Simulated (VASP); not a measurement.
# MgS (P6_3mc) in VASP: notebook, part 2 of 2

VASP 6.6.1. The steps go on from the part before.

### Step 3. Single point, PBE

This run uses another cell than the first one, of 23.10 Å³/atom.

INCAR reads:

```
PREC     = Accurate       # precision mode
ENCUT    = 520            # plane-wave cutoff, eV
EDIFF    = 1E-7           # SCF threshold, eV
ISMEAR   = -1             # smearing method
SIGMA    = 0.02           # smearing width, eV
LREAL    = F              # projectors in reciprocal space
LASPH    = T              # aspherical terms in the spheres
NELM     = 60             # most SCF steps
ALGO     = Normal         # electronic algorithm
ISIF     = 2              # what is computed and relaxed
LWAVE    = F              # write WAVECAR
LCHARG   = F              # write CHGCAR
GGA      = PE             # functional
NBANDS   = 16             # bands
```

KPOINTS reads:

```
Automatic mesh
0
Gamma
  12 12 4
```

POSCAR reads:

```
MgS
1.0
    4.0537796510      0.0000000000      0.0000000000
   -2.0268898255      3.5106761591      0.0000000000
    0.0000000000      0.0000000000      6.4914992411
Mg S
2 2
Direct
    0.3333333333      0.6666666667     -0.0029409512
    0.6666666667      0.3333333333      0.4970590488
    0.3333333333      0.6666666667      0.3779409512
    0.6666666667      0.3333333333      0.8779409512
```

Potentials or basis: VASP PAW PBE potentials, release 64 (Mg, S).

Launch:

```
$ cat potpaw_PBE.64/Mg/POTCAR potpaw_PBE.64/S/POTCAR > POTCAR
$ mpirun -np 1 vasp_std > vasp.out
```

OUTCAR:

```text
PREC = Accurate
   ENCUT = 520
   EDIFF = 1E-7
   ISMEAR = -1
   LREAL = F
   LASPH = T
   NELM = 60
   ISIF = 2
   GGA = PE

 ion  position               nearest neighbor table
   1  0.333  0.667  0.997-   4 2.46   4 2.46   4 2.46   3 2.47
   2  0.667  0.333  0.497-   3 2.46   3 2.46   3 2.46   4 2.47
   3  0.333  0.667  0.378-   2 2.46   2 2.46   2 2.46   1 2.47
   4  0.667  0.333  0.878-   1 2.46   1 2.46   1 2.46   2 2.47

  LATTYP: Found a hexagonal cell.
 ALAT       =     4.0537796510
 C/A-ratio  =     1.6013448682

  Lattice vectors:

 A1 = (   4.0537796510,   0.0000000000,   0.0000000000)
 A2 = (  -2.0268898255,   3.5106761591,   0.0000000000)
 A3 = (   0.0000000000,   0.0000000000,   6.4914992411)

Analysis of symmetry for initial positions (statically):
=====================================================================
 Subroutine PRICEL returns:
 Original cell was already a primitive cell.

 Routine SETGRP: Setting up the symmetry group for a
 hexagonal supercell.

 Subroutine GETGRP returns: Found 12 space group operations
 (whereof  6 operations were pure point group operations)
 out of a pool of 24 trial point group operations.

The static configuration has the point symmetry C_3v.
 The point group associated with its full space group is C_6v.

Analysis of symmetry for dynamics (positions and initial velocities):
=====================================================================
 Subroutine PRICEL returns:
 Original cell was already a primitive cell.

 Routine SETGRP: Setting up the symmetry group for a
 hexagonal supercell.

 Subroutine GETGRP returns: Found 12 space group operations
 (whereof  6 operations were pure point group operations)
 out of a pool of 24 trial point group operations.

The dynamic configuration has the point symmetry C_3v.
 The point group associated with its full space group is C_6v.

 Subroutine INISYM returns: Found 12 space group operations
 (whereof  6 operations are pure point group operations),
 and found     1 'primitive' translations

----------------------------------------------------------------------------------------

                                     Primitive cell

  volume of cell :      92.3838

  direct lattice vectors                    reciprocal lattice vectors
     4.053779651  0.000000000  0.000000000     0.246683364  0.142422706  0.000000000
    -2.026889826  3.510676159  0.000000000     0.000000000  0.284845413  0.000000000
     0.000000000  0.000000000  6.491499241     0.000000000  0.000000000  0.154047619

  length of vectors
     4.053779651  4.053779651  6.491499241     0.284845413  0.284845413  0.154047619

  position of ions in fractional coordinates (direct lattice)
     0.333333333  0.666666667  0.997059049
     0.666666667  0.333333333  0.497059049
     0.333333333  0.666666667  0.377940951
     0.666666667  0.333333333  0.877940951

  ion indices of the primitive-cell ions
   primitive index   ion index
                 1           1
                 2           2
                 3           3
                 4           4

----------------------------------------------------------------------------------------

 KPOINTS: Automatic mesh

Automatic generation of k-mesh.
 Grid dimensions read from file:
[... 23 lines left out ...]
  0.083333  0.000000  0.000000      6.000000
  0.166667  0.000000  0.000000      6.000000
  0.250000  0.000000  0.000000      6.000000
  0.333333 -0.000000  0.000000      6.000000
  0.416667 -0.000000  0.000000      6.000000
[... 16 lines left out ...]
  0.250000  0.000000  0.250000     12.000000
  0.333333 -0.000000  0.250000     12.000000
 [... further k-points ...]
   k-points           NKPTS =     57   k-points in BZ     NKDIM =     57   number of bands    NBANDS=     16
   number of dos      NEDOS =    301   number of ions     NIONS =      4
   total plane-waves  NPLWV =  43200
   dimension x,y,z NGX =    30 NGY =   30 NGZ =   48
   dimension x,y,z NGXF=    60 NGYF=   60 NGZF=   96
   ions per type =               2   2
   NGX,Y,Z   is equivalent  to a cutoff of  12.30, 12.30, 12.29 a.u.
   NGXF,Y,Z  is equivalent  to a cutoff of  24.61, 24.61, 24.59 a.u.
 SYSTEM =  unknown system
   PREC   = accura    normal or accurate (medium, high low for compatibility)
   ISTART =      0    job   : 0-new  1-cont  2-samecut
   ICHARG =      2    charge: 1-file 2-atom 10-const
   ISPIN  =      1    spin polarized calculation?
   LNONCOLLINEAR =      F non collinear calculations
   LSORBIT =      F    spin-orbit coupling
   LASPH  =      T    aspherical Exc in radial PAW
   ENCUT  =  520.0 eV  38.22 Ry    6.18 a.u.   7.54  7.54 12.07*2*pi/ulx,y,z
   NELM   =     60;   NELMIN=  2; NELMDL= -5     # of ELM steps
   EDIFF  = 0.1E-06   stopping-criterion for ELM
   LREAL  =      F    real-space projection
   EDIFFG = 0.1E-05   stopping-criterion for IOM
   NSW    =      0    number of steps for IOM
   IBRION =     -1    ionic relax: 0-MD 1-quasi-New 2-CG
   NFREE  =      0    steps in history (QN), initial steepest desc. (CG)
   ISIF   =      2    stress and relaxation
   ISYM   =      2    0-nonsym 1-usesym 2-fastsym
   POTIM  = 0.5000    time-step for ionic-motion
   TEBEG  =    0.0;   TEEND  =   0.0 temperature during run
   PSTRESS=    0.0 pullay stress
   NELECT =      16.0000    total number of electrons
   NUPDOWN=      -1.0000    fix difference up-down
   EMIN   =  10.00;   EMAX   =-10.00  energy-range for DOS
   EFERMI =   0.00;   METHOD = LEGACY
   ISMEAR =    -1;   SIGMA  =   0.02  broadening in eV -4-tet -1-fermi 0-gaus
   EFERMI_NEDOS =   21; number of points for ismear=-14 and -15
   IALGO  =     38    algorithm
   IMIX   =      4    mixing-type and parameters
     AMIX     =   0.40;   BMIX     =  1.00
     AMIX_MAG =   1.60;   BMIX_MAG =  1.00
  volume/ion in A,a.u.               =      23.10       155.86
  Fermi-wavevector in a.u.,A,eV,Ry     =   0.912535  1.724441 11.329845  0.832720
  Thomas-Fermi vector in A             =   2.036942
   LORBIT       =      0    0 simple, 1 ext, 2 COOP (PROOUT), +10 PAW based schemes
   GGA     = PE    functional components
   LHFCALC =     F    Hartree Fock is set to
   AEXX    =    0.0000 exact exchange contribution
   IVDW    =     0    specifies the selected vdW correction
   LEPSILON=     F    determine dielectric tensor
   LRPA    =     F    only Hartree local field effects (RPA)
 non-spin polarized calculation
  energy-cutoff  :      520.00
  volume of cell :       92.38
 maximum number of plane-waves:      2514
   NGX = 15   NGY = 15   NGZ = 25

 number of electron      16.0000002 magnetization

 Free energy of the ion-electron system (eV)
  ---------------------------------------------------
  ext. energy  EPLUGINS =         0.00000000
  ---------------------------------------------------
  free energy    TOTEN  =       -16.98067793 eV

  energy without entropy =      -16.98067793  energy(sigma->0) =      -16.98067793

 E-fermi :   1.4769     XC(G=0):  -8.3117

 val. band max:        1.0476995489   @ k =   0.0000   0.0000   0.0000
 cond. band min:       4.4206718261   @ k =   0.0000   0.0000   0.0000
 fundamental gap:      3.3729722773
 Fermi energy:         1.4768717773

 k-point     1 :       0.0000    0.0000    0.0000
  band No.  band energies     occupation
      1     -10.2669      2.00000
      2      -9.5733      2.00000
      3      -2.0895      2.00000
      4       0.5312      2.00000
      5       0.5312      2.00000
      6       0.9349      2.00000
[... 433 lines left out ...]
      3      -1.6765      2.00000
      4      -1.2369      2.00000
      5      -0.5581      2.00000
      6       0.1005      2.00000
[... 8 lines left out ...]
     15       9.9481      0.00000
     16      11.0484      0.00000

 [... further k-points ...]

------------------------ aborting loop because EDIFF is reached ----------------------------------------

  FORCE on cell =-STRESS in cart. coord.  units (eV):
  Direction    XX          YY          ZZ          XY          YZ          ZX
  --------------------------------------------------------------------------------------
  -------------------------------------------------------------------------------------
  Total       -0.0778513     -0.0778513     -0.0739146      0.0000000     -0.0000000      0.0000000
  in kB       -1.3501461     -1.3501461     -1.2818730      0.0000000     -0.0000000      0.0000000
  external PRESSURE =      -1.3273884 kB  Pullay stress =       0.0000000 kB

 VOLUME and BASIS-vectors are now :
 -----------------------------------------------------------------------------
  energy-cutoff  :      520.00
  volume of cell :       92.38
      direct lattice vectors                 reciprocal lattice vectors
     4.053779651  0.000000000  0.000000000     0.246683364  0.142422706  0.000000000
    -2.026889826  3.510676159  0.000000000     0.000000000  0.284845413  0.000000000
     0.000000000  0.000000000  6.491499241     0.000000000  0.000000000  0.154047619

 POSITION                                       TOTAL-FORCE (eV/Angst)
 -----------------------------------------------------------------------------------
     -0.00000      2.34045      6.47241        -0.000000     -0.000000      0.000501
      2.02689      1.17023      3.22666         0.000000      0.000000      0.000501
     -0.00000      2.34045      2.45340         0.000000      0.000000     -0.000501
      2.02689      1.17023      5.69915        -0.000000     -0.000000     -0.000501
 -----------------------------------------------------------------------------------
    total drift:                               -0.000000      0.000000     -0.000095

  FREE ENERGIE OF THE ION-ELECTRON SYSTEM (eV)
  ---------------------------------------------------
  free  energy   TOTEN  =       -16.9806779267 eV

  energy  without entropy=      -16.9806779267  energy(sigma->0) =      -16.98067793
```

It took 2.1 min on 1 thread of Intel Xeon 8259CL, shared host; peak memory 0.24 GiB.

What came out:

| Item | Value |
| --- | --- |
| Free energy | -16.9807 eV |
| Pressure | -0.1 GPa |
| Band gap on the k mesh | 3.37 eV |

Levels at points of the mesh, in eV from the valence-band top:
| k point | band 5 | band 6 | band 7 | band 8 | band 9 | band 10 | band 11 | band 12 |
| --- | --- | --- | --- | --- | --- | --- | --- | --- |
| (0.00, 0.00, 0.00) | -0.52 | -0.11 | -0.11 | 0.00 | 3.37 | 4.67 | 7.50 | 7.50 |
| (0.50, 0.00, 0.00) | -1.82 | -1.17 | -0.89 | -0.43 | 4.76 | 5.21 | 5.75 | 7.50 |
| (0.00, 0.00, 0.50) | -0.32 | -0.32 | -0.32 | -0.32 | 4.86 | 4.86 | 7.55 | 7.55 |
| (0.50, 0.00, 0.50) | -0.83 | -0.83 | -0.77 | -0.77 | 4.65 | 4.65 | 6.28 | 6.28 |

### Step 4. Relaxation of cell and atoms, LDA

This run uses another cell than the first one, of 23.10 Å³/atom.

INCAR reads:

```
PREC = Accurate
ENCUT = 600
EDIFF = 1E-6
ISMEAR = -1
SIGMA = 0.02
LREAL = F
LASPH = T
NELM = 100
ALGO = Normal
ISIF = 3
LWAVE = F
LCHARG = F
GGA = CA
IBRION = 2
NSW = 80
EDIFFG = -0.005
```

KPOINTS reads:

```
regular mesh
0
Gamma
  6 6 4
```

POSCAR is that of step 3.

Potentials or basis: VASP PAW LDA potentials, release 64 (Mg, S).

Launch:

```
$ cat potpaw_LDA.64/Mg/POTCAR potpaw_LDA.64/S/POTCAR > POTCAR
$ mpirun -np 1 vasp_std > vasp.out
```

It took 2.6 min on 1 thread of Intel Xeon 8259CL, shared host; peak memory 0.21 GiB.

The run converged. Its results:

| Property | Result |
| --- | --- |
| Free energy | -18.8235 eV |
| Relaxed volume | 21.76 Å³/atom |
| Relaxed cell | a = 3.976 Å, b = 3.976 Å, c = 6.356 Å, α = 90.00°, β = 90.00°, γ = 120.00° |
| Space group after relaxing (to 0.1 Å) | P6_3mc (No. 186) |
| Energy gained by relaxing | 14.4 meV/atom |
| Ionic steps | 8 |
| Pressure after relaxing | 0.0 GPa |
| Band gap on the k mesh | 3.39 eV |

Forces in eV/Å, atoms in the order of the input:
```
Mg   0.000  0.000 -0.002
Mg   0.000  0.000 -0.002
S    0.000  0.000  0.002
S    0.000  0.000  0.002
```

Step by step:
```csv
step,energy change (eV),largest force (eV/Å),pressure (GPa),volume (Å³)
1,0.0000,0.0060,-3.29,92.38
2,-0.0557,0.0077,0.66,86.18
3,-0.0575,0.0052,0.00,87.06
4,-0.0575,0.0049,-0.07,87.17
5,-0.0575,0.0066,-0.07,87.16
6,-0.0575,0.0117,-0.06,87.15
7,-0.0575,0.0085,-0.04,87.11
8,-0.0575,0.0021,0.02,87.02
```

Final structure:
```xyz
4
Lattice="3.9761 0.0000 0.0000 -1.9880 3.4434 0.0000 0.0000 0.0000 6.3562" Properties=species:S:1:pos:R:3 pbc="T T T"
Mg    0.0000    2.2956    6.3360
Mg    1.9880    1.1478    3.1579
S     0.0000    2.2956    2.4038
S     1.9880    1.1478    5.5818
```

Levels at points of the mesh, in eV from the valence-band top:
| k point | band 5 | band 6 | band 7 | band 8 | band 9 | band 10 | band 11 | band 12 |
| --- | --- | --- | --- | --- | --- | --- | --- | --- |
| (0.00, 0.00, 0.00) | -0.57 | -0.13 | -0.13 | 0.00 | 3.39 | 4.61 | 7.40 | 7.40 |
| (0.50, 0.00, 0.00) | -2.01 | -1.30 | -1.01 | -0.47 | 4.53 | 5.02 | 5.73 | 7.38 |
| (0.00, 0.00, 0.50) | -0.36 | -0.36 | -0.36 | -0.36 | 4.88 | 4.88 | 7.55 | 7.57 |
| (0.50, 0.00, 0.50) | -0.92 | -0.92 | -0.86 | -0.86 | 4.46 | 4.46 | 6.17 | 6.17 |

### Step 5. Relaxation of cell and atoms, PBE

This run uses another cell than the first one, of 19.87 Å³/atom.

INCAR reads:

```
SYSTEM = MgS
PREC = Accurate ; ENCUT = 600
EDIFF = 1E-7 ; ISMEAR = -1
SIGMA = 0.02 ; LREAL = .False.
LASPH = .True. ; NELM = 80
ALGO = Normal ; ISIF = 3
LWAVE = .False. ; LCHARG = .False.
GGA = PE ; IBRION = 2
NSW = 80 ; EDIFFG = -0.005
```

KPOINTS reads:

```
Automatic mesh
0
Gamma
  12 12 4
  0 0 0
```

POSCAR reads:

```
MgS
1.0
    3.8305120598      0.0000000000      0.0000000000
   -1.9152560299      3.3173207533      0.0000000000
    0.0000000000      0.0000000000      6.2552261936
Mg S
2 2
Direct
    0.3333333333      0.6666666667      0.0000000000
    0.6666666667      0.3333333333      0.5000000000
    0.3333333333      0.6666666667      0.3750000000
    0.6666666667      0.3333333333      0.8750000000
```

Potentials or basis: VASP PAW PBE potentials, release 64 (Mg, S).

Launch:

```
$ cat potpaw_PBE.64/Mg/POTCAR potpaw_PBE.64/S/POTCAR > POTCAR
$ mpirun -np 1 vasp_std > vasp.out
```

It took 10 min on 1 thread of Intel Xeon 8259CL, shared host; peak memory 0.27 GiB.

It converged, with:

```
Free energy                           : -16.9803 eV
Relaxed volume                        : 23.03 Å³/atom
Relaxed cell                          : a = 4.050 Å, b = 4.050 Å, c = 6.486 Å, α = 90.00°, β = 90.00°, γ = 120.00°
Space group after relaxing (to 0.1 Å) : P6_3mc (No. 186)
Energy gained by relaxing             : 99.5 meV/atom
Ionic steps                           : 10
Pressure after relaxing               : 0.0 GPa
Band gap on the k mesh                : 3.39 eV
```

Forces on the atoms (eV/Å):
```
Mg   0.000  0.000 -0.002
Mg   0.000  0.000 -0.002
S    0.000  0.000  0.002
S    0.000  0.000  0.002
```

The path:
```
step  energy change (eV)  largest force (eV/Å)  pressure (GPa)  volume (Å³)
   1              0.0000                0.0679           11.25        79.49
   2             -0.3609                0.0438           -2.38        96.63
   3             -0.3948                0.0494            0.05        92.13
   4             -0.3948                0.0491           -0.11        92.40
   5             -0.3957                0.0460           -0.11        92.39
   6             -0.3972                0.0381           -0.11        92.38
   7             -0.3961                0.0286           -0.13        92.34
   8             -0.3975                0.0353           -0.12        92.37
   9             -0.3976                0.0232            0.14        91.95
  10             -0.3978                0.0024            0.02        92.13
```

Final structure:
```xyz
4
Lattice="4.0499 0.0000 0.0000 -2.0249 3.5073 0.0000 0.0000 0.0000 6.4864" Properties=species:S:1:pos:R:3 pbc="T T T"
Mg    0.0000    2.3382    6.4677
Mg    2.0249    1.1691    3.2245
S     0.0000    2.3382    2.4511
S     2.0249    1.1691    5.6943
```

Levels at points of the mesh, in eV from the valence-band top:
```csv
k point,band 5,band 6,band 7,band 8,band 9,band 10,band 11,band 12
"(0.00, 0.00, 0.00)",-0.52,-0.11,-0.11,0.00,3.39,4.68,7.50,7.50
"(0.50, 0.00, 0.00)",-1.83,-1.17,-0.89,-0.43,4.77,5.21,5.76,7.50
"(0.00, 0.00, 0.50)",-0.32,-0.32,-0.32,-0.32,4.87,4.87,7.56,7.56
"(0.50, 0.00, 0.50)",-0.83,-0.83,-0.78,-0.78,4.65,4.65,6.29,6.29
```

Caveat: the volume moved by over 15 % at a fixed basis, so the end points are rough.

### Step 6. The runs side by side

```tsv
task	level	potentials or basis	cell	k mesh	cutoff (eV)	gap on the mesh (eV)	pressure (GPa)	relaxed volume (Å³/atom)
single point	LDA	VASP PAW LDA potentials, release 64 (Mg, S)	a = 3.985, b = 3.985, c = 6.359 Å, angles 90.0, 90.0, 120.0°, 4 atoms, atomic positions A	6 × 6 × 4	520	3.36	-0.3	-
single point	PBE	VASP PAW PBE potentials, release 64 (Mg, S)	a = 4.054, b = 4.054, c = 6.491 Å, angles 90.0, 90.0, 120.0°, 4 atoms, atomic positions A	12 × 12 × 4	520	3.37	-0.1	-
relaxation of cell and atoms	LDA	VASP PAW LDA potentials, release 64 (Mg, S)	relaxed from a = 4.054, b = 4.054, c = 6.491 Å, angles 90.0, 90.0, 120.0°, 4 atoms, atomic positions A	6 × 6 × 4	600	3.39	0.0	21.76
relaxation of cell and atoms	PBE	VASP PAW PBE potentials, release 64 (Mg, S)	relaxed from a = 3.831, b = 3.831, c = 6.255 Å, angles 90.0, 90.0, 120.0°, 4 atoms, atomic positions B	12 × 12 × 4	600	3.39	0.0	23.03
```

Alike in all rows: no spin polarisation; smearing fermi-dirac 0.02 eV.

Caveats: the volume moved by over 15 % at a fixed basis, so the end points are rough (at least some runs).

Absolute energies hang on the potentials; compare differences alone.
